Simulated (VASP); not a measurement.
Runs of VASP 6.6.1 on Al. The structure is that of space group P6/mmm (No. 191), or close to it. The cells are those of the table. 

| task | cell | cutoff (eV) | gap on the mesh (eV) | pressure (GPa) |
| --- | --- | --- | --- | --- |
| relaxation of cell and atoms | relaxed to 110 GPa from a = 2.327, b = 2.327, c = 2.187 Å, angles 90.0, 90.0, 120.0°, 1 atom | 600 | none | 110.0 |
| single point | a = 2.331, b = 2.331, c = 2.282 Å, angles 90.0, 90.0, 120.0°, 1 atom | 520 | none | 110.4 |
| relaxation of cell and atoms | relaxed to 110 GPa from a = 2.331, b = 2.331, c = 2.282 Å, angles 90.0, 90.0, 120.0°, 1 atom | 600 | none | 110.0 |
| single point | a = 2.330, b = 2.330, c = 2.281 Å, angles 90.0, 90.0, 120.0°, 1 atom | 520 | none | (a) |

Alike in all rows: level PBE; potentials or basis VASP PAW PBE potentials, release 64 (Al); no spin polarisation; k mesh 19 × 19 × 17; smearing fermi-dirac 0.05 eV.

Q: Estimate the missing entries.

A: (a) 110.9.

Caveats: the cell is relaxed towards a set pressure, so the enthalpy falls and the energy may rise (some runs).

A gap of «none» marks levels without a gap at the run's occupations.
